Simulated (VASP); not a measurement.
The system is AlFe.

```
Al Fe
1.0
     2.91000    0.00000    0.00000
     0.00000    2.91000    0.00000
     0.00000    0.00000    2.91000
Al Fe
1 1
Direct
  0.00000 0.00000 0.00000
  0.50000 0.50000 0.50000
```

Base run:

| Property | Result |
| --- | --- |
| Program | VASP 6.6.1 |
| Functional | PBE |
| Potentials or basis | VASP PAW PBE potentials, release 64 (Al, Fe) |
| Cutoff | 600 eV |
| k mesh | 11 × 11 × 11 |
| Occupations | fermi-dirac, width 0.1 eV |
| Spin | collinear spin, ferromagnetic start |
| Starting moments | [0.0, 0.18] μB |
| Fixed moment | 0.18 μB |

Its results: pressure -6.5 GPa; site moments Al -0.01; Fe +0.20 μB.

**Question.** The run is repeated on the same cell with these changes: fixed moment from 0.18 μB to 0.78 μB; moments at the start from [0.0, 0.18] to [0.0, 0.78]. What comes out?

**Answer.** Pressure -5.4 GPa; site moments Al -0.03; Fe +0.82 μB.

Caveats: the total moment is fixed, so each spin has its own Fermi level.
